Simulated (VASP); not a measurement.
**Ga2P: single point with PBE**

The system is Ga2P.

```
CELL_PARAMETERS angstrom
2.90083 0.00000 0.00000
0.00000 2.90083 0.00000
0.00000 0.00000 5.98514
ATOMIC_POSITIONS crystal
Ga 0.50000 0.50000 0.29500
Ga 0.50000 0.50000 0.70500
P 0.00000 0.00000 0.00000
```

* Program: VASP 6.6.1
* Task: single point
* Functional: PBE
* Potentials or basis: VASP PAW PBE potentials, release 64 (Ga_d, P)
* Cutoff: 520 eV
* k mesh: 12 × 12 × 6
* Occupations: fermi-dirac, width 0.1 eV
* Spin: no spin polarisation
* Dipole correction: no
* Further INCAR settings: ALGO = Normal; EDIFF = 1e-06; NBANDS = 22

```yaml
Pressure: 8.2 GPa
Largest_force: 0.542 eV/Å
```

Forces in eV/Å, atoms in the order of the input:
```
Ga   0.000  0.000 -0.542
Ga   0.000  0.000  0.542
P    0.000  0.000  0.000
```

Stress tensor (GPa, compression positive):
```
 6.90  0.00  0.00
 0.00  6.90  0.00
 0.00  0.00 10.67
```

Levels at points of the mesh, in eV from the Fermi level:
| k point | band 12 | band 13 | band 14 | band 15 | band 16 | band 17 | band 18 | band 19 | band 20 | band 21 |
| --- | --- | --- | --- | --- | --- | --- | --- | --- | --- | --- |
| (0.00, 0.00, 0.00) | -8.83 | -8.25 | 1.08 | 1.08 | 2.27 | 3.34 | 5.45 | 6.09 | 7.78 | 7.78 |
| (0.50, 0.00, 0.00) | -8.74 | -4.74 | -4.47 | -4.12 | -2.15 | 3.04 | 5.79 | 6.96 | 7.79 | 7.98 |
| (0.50, 0.50, 0.00) | -5.29 | -5.29 | -3.84 | -1.12 | -0.09 | 0.16 | 0.16 | 0.41 | 1.15 | 1.15 |
| (0.00, 0.00, 0.50) | -10.64 | -3.94 | -3.33 | 1.18 | 1.18 | 5.39 | 5.51 | 6.26 | 6.26 | 7.69 |
| (0.50, 0.00, 0.50) | -8.35 | -6.71 | -5.66 | 0.59 | 1.04 | 1.15 | 1.50 | 3.04 | 8.50 | 8.52 |
| (0.50, 0.50, 0.50) | -5.06 | -5.06 | -3.03 | -2.72 | -1.55 | -1.55 | -1.29 | 4.33 | 4.36 | 4.36 |

It took 86 s on 1 thread of AMD EPYC 7R43 64-Core Processor (Zen 3), on a shared host, peak memory 0.22 GiB.
